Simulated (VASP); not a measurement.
Runs of VASP 6.6.1 on MoS2. The structure is that of space group P6_3/mmc (No. 194), or close to it. The cells are those of the table. 

```csv
level,cell,gap on the mesh (eV),pressure (GPa),largest force (eV/Å)
BLYP+D3(BJ),"a = 3.180, b = 3.180, c = 11.833 Å, angles 90.0, 90.0, 120.0°, 6 atoms",0.72,0.0,0.01
PBEsol+D3(BJ),"a = 3.109, b = 3.109, c = 11.711 Å, angles 90.0, 90.0, 120.0°, 6 atoms",0.59,0.0,-
revPBE+D3(BJ),"a = 3.128, b = 3.128, c = 11.725 Å, angles 90.0, 90.0, 120.0°, 6 atoms",0.68,(b),0.02
RPBE+D3(BJ),"a = 2.990, b = 2.990, c = 11.234 Å, angles 90.0, 90.0, 120.0°, 6 atoms",(c),-0.3,(a)
```

Alike in all rows: task single point; potentials or basis VASP PAW PBE potentials, release 64 (Mo_sv, S); no spin polarisation; k mesh 10 × 10 × 2; cutoff (eV) 520; smearing fermi-dirac 0.05 eV.

Question: Estimate the missing entries.

Answer: (a) 0.04; (b) -0.2; (c) 0.26.

Caveats: the PAW data sets were made with another functional, which shifts forces and pressure a little.

A k mesh can miss the band edges, and the runs leave out spin-orbit coupling on Mo.
